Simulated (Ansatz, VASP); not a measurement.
**Al6H in VASP and in Ansatz**

```
Al H
1.0
     5.71352    0.00000    0.00000
    -2.85676    4.94805    0.00000
     0.00000    0.00000   22.60138
Al H
12 2
Direct
  0.33333 0.16667 0.17698
  0.33333 0.66667 0.17698
  0.83333 0.16667 0.17698
  0.83333 0.66667 0.17698
  0.16667 0.33333 0.27878
  0.16667 0.83333 0.27878
  0.66667 0.33333 0.27878
  0.66667 0.83333 0.27878
  0.00000 0.00000 0.38057
  0.00000 0.50000 0.38057
  0.50000 0.00000 0.38057
  0.50000 0.50000 0.38057
  0.05441 0.50000 0.45711
  0.44559 0.50000 0.45711
```

Alike in both runs: task single point; functional PBE; k mesh 6 × 6 × 1; occupations gaussian, width 0.1 eV; no spin polarisation.

```csv
,VASP,Ansatz
version,VASP 6.6.1,Ansatz 0.2.0
potentials or method,"VASP PAW PBE potentials, release 64 (Al, H), cutoff 520 eV","scalar-relativistic, plane waves, PAW"
valence electrons in the cell,38,38
```

```csv
,VASP,Ansatz,Ansatz less VASP
gap on the k mesh at the Fermi level (eV),none,none,-
rms of the force components (eV/Å),0.396,0.396,+0.0004
"work function, face that differs most (eV)",4.04,4.04,-0.002
```

Atom by atom the forces differ by 0.001 eV/Å (rms over components). A gap of «none» marks a metal or a gap that the smearing closes. With one functional, cell and mesh, what is left measures potentials, basis and numerics. Ansatz's warnings: xc potential rough in thin density.
